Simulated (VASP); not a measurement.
Set up this calculation in VASP 6.6.1, as the native input.

- Task: single point
- Functional: PBE
- Potentials or basis: VASP PAW PBE potentials, release 64 (Pd)
- Cutoff: 520 eV
- k mesh: 14 × 14 × 14
- Occupations: methfessel-paxton, width 0.1 eV
- Spin: collinear spin, ferromagnetic start
- Starting moments: [0.288] μB
- Dipole correction: no
- Further INCAR settings: ALGO = Normal; EDIFF = 1e-06; NBANDS = 15

The structure of Pd lies in POSCAR:

```
Pd
1.0
    0.0000000000      1.9737080107      1.9737080107
    1.9737080107      0.0000000000      1.9737080107
    1.9737080107      1.9737080107      0.0000000000
Pd
1
Direct
    0.0000000000      0.0000000000      0.0000000000
```

The input as run:

INCAR

```
SYSTEM = Pd
PREC = Accurate
ENCUT = 520
EDIFF = 1E-6
ISMEAR = 1
SIGMA = 0.1
LREAL = .FALSE.
LASPH = .TRUE.
NELM = 150
ALGO = Normal
ISIF = 2
LWAVE = .FALSE.
LCHARG = .TRUE.
ISPIN = 2
MAGMOM = 0.288
LORBIT = 11
LMAXMIX = 4
GGA = PE
LELF = .TRUE.
LVHAR = .TRUE.
NBANDS = 15
```

KPOINTS

```
Automatic mesh
0
G
  14 14 14
  0 0 0
```

Potentials or basis: VASP PAW PBE potentials, release 64 (Pd).

Command:

```console
$ cat potpaw_PBE.64/Pd/POTCAR > POTCAR
$ mpirun -np 1 vasp_std > vasp.out
```

Results of the run:

```json
{
  "Pressure": "-0.3 GPa",
  "Net moment": "0.47 μB per cell",
  "Site moments": "Pd +0.47 μB",
  "Valence electrons inside the program's atomic spheres": "Pd 9.36"
}
```

Wall time 30 s on 1 thread of Intel Xeon 6975P-C, on a shared host, peak memory 0.17 GiB.
